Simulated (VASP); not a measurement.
# Si (C2/m) in VASP: single point with PBE

Aim: the single point of Si with PBE.

All numbers are computed with VASP 6.6.1; they aren't measurements. Logs are shortened: lines on timing, memory, paths and dates and some standing lists are left out, and cuts for length are marked.

### Step 1. The cell of the first run

It takes space group C2/m (No. 12, monoclinic). Conventional cell: a = 13.758 Å, b = 3.822 Å, c = 6.513 Å, α = 90.00°, β = 97.10°, γ = 90.00°. Si (site symmetry m) has 4 Si at 2.34 to 2.39 Å within 3.1 Å. Si (site symmetry m) has 4 Si at 2.39 to 2.42 Å within 3.2 Å. Within 3.1 Å of Si (site symmetry m) lie 4 Si at 2.33 to 2.37 Å. Si (site symmetry m) has 4 Si at 2.34 to 2.40 Å within 3.1 Å.

### Step 2. Single point, PBE

Contents of INCAR:

```
PREC = Accurate ; ENCUT = 520
EDIFF = 1E-6 ; ISMEAR = 0
SIGMA = 0.03 ; LREAL = F
LASPH = T ; NELM = 60
ALGO = Normal ; ISIF = 2
LWAVE = F ; LCHARG = F
GGA = PE ; NBANDS = 26
```

Contents of KPOINTS:

```
regular mesh
0
Gamma
  10 10 6
```

Contents of POSCAR:

```
Si
1.0
    6.8787226371     -1.9109151862     -0.0337271026
    6.8787226371      1.9109151862     -0.0337271026
   -0.7735169406      0.0000000000      6.4667988959
Si
8
Direct
    0.0556621665      0.0556621665      0.8741221558
    0.9443378335      0.9443378335      0.1258778442
    0.5592302857      0.5592302857      0.6536328742
    0.4407697143      0.4407697143      0.3463671258
    0.2128935591      0.2128935591      0.0570686657
    0.7871064409      0.7871064409      0.9429313343
    0.7270257696      0.7270257696      0.5855965457
    0.2729742304      0.2729742304      0.4144034543
```

Potentials or basis: VASP PAW PBE potentials, release 64 (Si).

Launch:

```sh
$ cat potpaw_PBE.64/Si/POTCAR > POTCAR
$ mpirun -np 1 vasp_std > vasp.out
```

OUTCAR:

```text
PREC = Accurate
   ENCUT = 520
   EDIFF = 1E-6
   ISMEAR = 0
   LREAL = F
   LASPH = T
   NELM = 60
   ISIF = 2
   GGA = PE

 ion  position               nearest neighbor table
   1  0.056  0.056  0.874-   5 2.34   2 2.38   3 2.39   3 2.39
   2  0.944  0.944  0.126-   6 2.34   1 2.38   4 2.39   4 2.39
   3  0.559  0.559  0.654-   1 2.39   1 2.39   7 2.40   4 2.42
   4  0.441  0.441  0.346-   2 2.39   2 2.39   8 2.40   3 2.42
   5  0.213  0.213  0.057-   6 2.33   6 2.33   1 2.34   8 2.37
   6  0.787  0.787  0.943-   5 2.33   5 2.33   2 2.34   7 2.37
   7  0.727  0.727  0.586-   8 2.34   8 2.34   6 2.37   3 2.40
   8  0.273  0.273  0.414-   7 2.34   7 2.34   5 2.37   4 2.40

  LATTYP: Found a base centered monoclinic cell.
 ALAT       =    13.7576106407
 B/A-ratio  =     0.2777975386
 C/A-ratio  =     0.4734031462
 COS(beta)  =    -0.1236338856

  Lattice vectors:

 A1 = (   6.8787226371,  -1.9109151862,  -0.0337271026)
 A2 = (   6.8787226371,   1.9109151862,  -0.0337271026)
 A3 = (  -0.7735169406,   0.0000000000,   6.4667988959)

Analysis of symmetry for initial positions (statically):
=====================================================================
 Subroutine PRICEL returns:
 Original cell was already a primitive cell.

 Routine SETGRP: Setting up the symmetry group for a
 base centered monoclinic supercell.

 Subroutine GETGRP returns: Found  4 space group operations
 (whereof  4 operations were pure point group operations)
 out of a pool of  4 trial point group operations.

The static configuration has the point symmetry C_2h.

Analysis of symmetry for dynamics (positions and initial velocities):
=====================================================================
 Subroutine PRICEL returns:
 Original cell was already a primitive cell.

 Routine SETGRP: Setting up the symmetry group for a
 base centered monoclinic supercell.

 Subroutine GETGRP returns: Found  4 space group operations
 (whereof  4 operations were pure point group operations)
 out of a pool of  4 trial point group operations.

The dynamic configuration has the point symmetry C_2h.

 Subroutine INISYM returns: Found  4 space group operations
 (whereof  4 operations are pure point group operations),
 and found     1 'primitive' translations

----------------------------------------------------------------------------------------

                                     Primitive cell

[... 108 lines left out ...]
   ISIF   =      2    stress and relaxation
   ISYM   =      2    0-nonsym 1-usesym 2-fastsym
   POTIM  = 0.5000    time-step for ionic-motion
   TEBEG  =    0.0;   TEEND  =   0.0 temperature during run
   PSTRESS=    0.0 pullay stress
   NELECT =      32.0000    total number of electrons
   NUPDOWN=      -1.0000    fix difference up-down
   EMIN   =  10.00;   EMAX   =-10.00  energy-range for DOS
   EFERMI =   0.00;   METHOD = LEGACY
   ISMEAR =     0;   SIGMA  =   0.03  broadening in eV -4-tet -1-fermi 0-gaus
   EFERMI_NEDOS =   21; number of points for ismear=-14 and -15
   IALGO  =     38    algorithm
   IMIX   =      4    mixing-type and parameters
     AMIX     =   0.40;   BMIX     =  1.00
     AMIX_MAG =   1.60;   BMIX_MAG =  1.00
  volume/ion in A,a.u.               =      21.24       143.32
  Fermi-wavevector in a.u.,A,eV,Ry     =   0.938398  1.773314 11.981156  0.880590
  Thomas-Fermi vector in A             =   2.065605
   LORBIT       =      0    0 simple, 1 ext, 2 COOP (PROOUT), +10 PAW based schemes
   GGA     = PE    functional components
   LHFCALC =     F    Hartree Fock is set to
   AEXX    =    0.0000 exact exchange contribution
   IVDW    =     0    specifies the selected vdW correction
   LEPSILON=     F    determine dielectric tensor
   LRPA    =     F    only Hartree local field effects (RPA)
 non-spin polarized calculation
 Gauss-broadening in eV      SIGMA  =   0.03
  energy-cutoff  :      520.00
  volume of cell :      169.91
 maximum number of plane-waves:      4598
 NGX is ok and might be reduce to    54
   NGX = 27   NGY = 27   NGZ = 25

 number of electron      32.0000001 magnetization

 Free energy of the ion-electron system (eV)
  ---------------------------------------------------
  ext. energy  EPLUGINS =         0.00000000
  ---------------------------------------------------
  free energy    TOTEN  =       -42.78721813 eV

  energy without entropy =      -42.78721813  energy(sigma->0) =      -42.78721813

 E-fermi :   5.5842     XC(G=0):  -9.0959

 val. band max:        5.4281038077   @ k =   0.0000   0.0000   0.0000
 cond. band min:       5.8425338866   @ k =   0.5000   0.5000   0.5000
 fundamental gap:      0.4144300788
 Fermi energy:         5.5841561348

 k-point     1 :       0.0000    0.0000    0.0000
  band No.  band energies     occupation
      1      -6.6299      2.00000
      2      -4.3356      2.00000
      3      -4.2444      2.00000
      4      -3.8187      2.00000
      5      -1.8058      2.00000
      6      -1.3096      2.00000
[... 685 lines left out ...]
     25       9.0501      0.00000
     26       9.1774      0.00000

 [... further k-points ...]

------------------------ aborting loop because EDIFF is reached ----------------------------------------

  FORCE on cell =-STRESS in cart. coord.  units (eV):
  Direction    XX          YY          ZZ          XY          YZ          ZX
  --------------------------------------------------------------------------------------
  -------------------------------------------------------------------------------------
  Total        1.6055310      1.5219162     -3.4722842      0.0000000      0.0000000      0.2903388
  in kB       15.1396384     14.3511777    -32.7425174      0.0000000      0.0000000      2.7378011
  external PRESSURE =      -1.0839004 kB  Pullay stress =       0.0000000 kB

 VOLUME and BASIS-vectors are now :
 -----------------------------------------------------------------------------
  energy-cutoff  :      520.00
  volume of cell :      169.91
      direct lattice vectors                 reciprocal lattice vectors
     6.878722637 -1.910915186 -0.033727103     0.072730569 -0.261654732  0.008699563
     6.878722637  1.910915186 -0.033727103     0.072730569  0.261654732  0.008699563
    -0.773516941  0.000000000  6.466798896     0.000758642  0.000000000  0.154726757

 POSITION                                       TOTAL-FORCE (eV/Angst)
 -----------------------------------------------------------------------------------
      0.08962      0.00000      5.64902        -0.176198      0.000000     -0.031300
     12.89431      0.00000      0.75033         0.176198      0.000000      0.031300
      7.18798      0.00000      4.18919        -0.190057      0.000000      0.019579
      5.79594      0.00000      2.21015         0.190057      0.000000     -0.019579
      2.88473      0.00000      0.35469         0.005825      0.000000      0.280197
     10.09920      0.00000      6.04465        -0.005825      0.000000     -0.280197
      9.54905      0.00000      3.73789         0.128354      0.000000      0.291653
      3.43488      0.00000      2.66145        -0.128354      0.000000     -0.291653
 -----------------------------------------------------------------------------------
    total drift:                               -0.000000     -0.000000     -0.000000

  FREE ENERGIE OF THE ION-ELECTRON SYSTEM (eV)
  ---------------------------------------------------
  free  energy   TOTEN  =       -42.7872181301 eV

  energy  without entropy=      -42.7872181301  energy(sigma->0) =      -42.78721813
```

stdout:

```text
POSCAR found type information on POSCAR Si
 POSCAR found :  1 types and       8 ions
 scaLAPACK will be used
 LDA part: xc-table for (Slater+PW92), standard interpolation
 POSCAR, INCAR and KPOINTS ok, starting setup
 FFT: planning ... GRIDC
 FFT: planning ... GRID_SOFT
 FFT: planning ... GRID
 WAVECAR not read
 entering main loop
```

It took 18 min on 1 thread of Intel Xeon 8259CL, shared host; peak memory 0.67 GiB.

What came out:

* Free energy: -42.7872 eV
* Pressure: -0.1 GPa
* Largest force: 0.319 eV/Å
* Band gap on the k mesh: 0.41 eV (least direct gap 0.72 eV)

Forces on the atoms (eV/Å):
```
Si  -0.176  0.000 -0.031
Si   0.176  0.000  0.031
Si  -0.190  0.000  0.020
Si   0.190  0.000 -0.020
Si   0.006  0.000  0.280
Si  -0.006  0.000 -0.280
Si   0.128  0.000  0.292
Si  -0.128  0.000 -0.292
```

A k mesh can miss the band edges.
